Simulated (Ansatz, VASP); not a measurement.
# One calculation of CdS, two programs

```
Cd S
1.0
     0.00000    2.93921    2.93921
     2.93921    0.00000    2.93921
     2.93921    2.93921    0.00000
Cd S
1 1
Direct
  0.00000 0.00000 0.00000
  0.25000 0.25000 0.25000
```

Alike in both runs: task single point; functional HSE06; k mesh 4 × 4 × 4; occupations gaussian, width 0.2 eV; no spin polarisation.

|  | VASP | Ansatz |
| --- | --- | --- |
| version | VASP 6.6.1 | Ansatz 0.2.0 |
| potentials or method | VASP PAW PBE potentials, release 64 (Cd, S) | plane waves |
| plane-wave cutoff (eV) | 520 | 420 |
| valence electrons in the cell | 18 | 26 |

|  | VASP | Ansatz | Ansatz less VASP |
| --- | --- | --- | --- |
| gap on the k mesh at the Fermi level (eV) | 2.12 | 2.12 | -0.004 |
| pressure (GPa) | 0.7 | 0.4 | -0.30 |

VASP's potentials hold 18 valence electrons a cell and Ansatz's 26, so a difference there can come from the potentials and not from the codes. Ansatz's warnings: stress exchange threshold loose, stress scf threshold loose.

The k mesh is coarse, so the values compare programs but aren't converged.
